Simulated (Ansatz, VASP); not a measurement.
Ni in VASP and in Ansatz

File INCAR:

```
SYSTEM = Ni
PREC = Accurate
ENCUT = 520
EDIFF = 1E-7
ISMEAR = 1
SIGMA = 0.01
LREAL = .FALSE.
LASPH = .TRUE.
NELM = 150
ALGO = Normal
ISIF = 2
LWAVE = .FALSE.
LCHARG = .FALSE.
ISPIN = 2
MAGMOM = 1.5 1.5
LORBIT = 11
LMAXMIX = 4
GGA = CA
NBANDS = 21
```

KPOINTS

```
Automatic mesh
0
G
  13 13 7
  0 0 0
```

Contents of POSCAR:

```
Ni
1.0
    2.4642325255      0.0000000000      0.0000000000
   -1.2321162627      2.1340904754      0.0000000000
    0.0000000000      0.0000000000      4.0997830377
Ni
2
Direct
    0.3333333333      0.6666666667      0.2500000000
    0.6666666667      0.3333333333      0.7500000000
```

Input for Ansatz:

```yaml
crystal:
  lattice:
    - [2.464232525457348, 0.0, 0.0]
    - [-1.232116262728674, 2.1340904754029175, 0.0]
    - [0.0, 0.0, 4.099783037723523]
  atoms:
    - { symbol: Ni, position: [0.3333333333333333, 0.6666666666666666, 0.25], spin: 1.5 }
    - { symbol: Ni, position: [0.6666666666666666, 0.3333333333333333, 0.75], spin: 1.5 }
accuracy: medium
basis:
  ecutwfc: 500.0
kpoints:
  mp_grid:
    grid: [13, 13, 7]
hamiltonian:
  xc: lda
  pseudopotentials:
    kind: paw
magnetization:
  spin_polarized: true
scf:
  convergence:
    dr2_threshold: 1.0e-09
  mixing:
    algorithm: broyden
    preconditioner: none
  occupations:
    method: methfessel_paxton
    width: 0.01
```

Alike in both runs: task single point; functional LDA; k mesh 13 × 13 × 7; occupations methfessel-paxton of order 1, width 0.01 eV; collinear spin.

```csv
,VASP,Ansatz
version,VASP 6.6.1,Ansatz 0.2.0
potentials or method,"VASP PAW LDA potentials, release 64 (Ni), cutoff 520 eV","plane waves, PAW"
valence electrons in the cell,20,36
```

|  | VASP | Ansatz | Ansatz less VASP |
| --- | --- | --- | --- |
| net moment per atom (μB) | 0.60 | 0.63 | +0.028 |
| size of the moment on the site where the two differ most (μB) | 0.60 | 0.65 | +0.052 |

LDA's correlation is that of Perdew and Zunger in VASP and of Perdew and Wang (1992) in Ansatz. Site moments also hang on the region over which each program counts them. VASP's potentials hold 20 valence electrons a cell and Ansatz's 36, so a difference there can come from the potentials and not from the codes. Ansatz's warnings: stability check not made, structure snapped to symmetry.
